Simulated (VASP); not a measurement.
Input of a VASP 6.6.1 run:

Contents of INCAR:

```
ALGO = Normal ; EDIFF = 1E-7
ENCUT = 520 ; GGA = PE
ISIF = 2 ; ISMEAR = 0
LASPH = True ; LCHARG = True
LELF = True ; LREAL = False
LVHAR = True ; LWAVE = False
NBANDS = 12 ; NELM = 80
PREC = Accurate ; SIGMA = 0.15
```

KPOINTS

```
k-points
0
Gamma
  24 24 24
```

Contents of POSCAR:

```
Cu
1.0
    0.0000000000      1.9977326499      1.2569733833
    1.9977326499      0.0000000000      1.2569733833
    1.9977326499      1.9977326499      0.0000000000
Cu
1
Direct
    0.0000000000      0.0000000000      0.0000000000
```

Potentials or basis: VASP PAW PBE potentials, release 64 (Cu).

The run is started by

```bash
$ cat potpaw_PBE.64/Cu/POTCAR > POTCAR
$ mpirun -np 1 vasp_std > vasp.out
```

What does it give for the pressure?

40.1 GPa.

Stress tensor (GPa, compression positive):
```
38.74  0.00  0.00
 0.00 38.74  0.00
 0.00  0.00 42.92
```
